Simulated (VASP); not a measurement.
# Mg4S: single point with PBE

The system is Mg4S.

```
Mg S
1.0
     6.48164    0.00000    0.00000
     0.00000    5.28814    0.00000
    -1.75237    0.00000    6.55134
Mg S
8 2
Direct
  0.86590 0.75000 0.00461
  0.11098 0.25000 0.55134
  0.13410 0.25000 0.99539
  0.88902 0.75000 0.44866
  0.30931 0.75000 0.82716
  0.66576 0.25000 0.69264
  0.69069 0.25000 0.17284
  0.33424 0.75000 0.30736
  0.38068 0.25000 0.34597
  0.61932 0.75000 0.65403
```

- Program: VASP 6.6.1
- Task: single point
- Functional: PBE
- Potentials or basis: VASP PAW PBE potentials, release 64 (Mg, S)
- Cutoff: 520 eV
- k mesh: 4 × 4 × 4
- Occupations: gaussian, width 0.1 eV
- Spin: no spin polarisation

- Pressure: -0.1 GPa
- Largest force: 0.025 eV/Å
- Band gap on the k mesh: zero (band 14 reaches 3.51 eV, above the bottom of band 15 at 2.91 eV)

Forces on the atoms (eV/Å):
```
Mg   0.006  0.000 -0.005
Mg  -0.010  0.000 -0.022
Mg  -0.006  0.000  0.005
Mg   0.010  0.000  0.022
Mg  -0.001  0.000  0.012
Mg  -0.008  0.000 -0.010
Mg   0.001  0.000 -0.012
Mg   0.008  0.000  0.010
S    0.006  0.000 -0.009
S   -0.006  0.000  0.009
```

Stress tensor (GPa, compression positive):
```
-0.06  0.00  0.00
 0.00  0.00  0.00
 0.00  0.00 -0.14
```

Levels at points of the mesh, in eV from the Fermi level:
| k point | band 12 | band 13 | band 14 | band 15 | band 16 | band 17 |
| --- | --- | --- | --- | --- | --- | --- |
| (0.00, 0.00, 0.00) | -1.26 | -0.86 | -0.16 | 0.85 | 1.35 | 1.38 |
| (0.50, 0.00, 0.00) | -1.60 | -0.36 | -0.29 | 0.56 | 1.07 | 1.08 |
| (0.00, 0.50, 0.00) | -1.59 | -1.15 | -1.15 | -0.37 | -0.37 | 1.50 |
| (0.50, 0.50, 0.00) | -2.15 | -0.69 | -0.69 | 0.72 | 0.72 | 1.91 |
| (0.00, 0.00, 0.50) | -0.53 | -0.22 | 0.23 | 0.39 | 0.48 | 0.55 |
| (0.50, 0.00, 0.50) | -1.30 | -0.32 | 0.15 | 0.29 | 0.42 | 1.64 |
| (0.00, 0.50, 0.50) | -2.63 | -0.19 | -0.19 | 0.64 | 0.64 | 1.62 |
| (0.50, 0.50, 0.50) | -2.00 | -0.64 | -0.64 | 0.67 | 0.67 | 1.86 |

Run time: 2.4 min on 1 thread of Intel Xeon 6975P-C (shared host), peak memory 0.37 GiB.
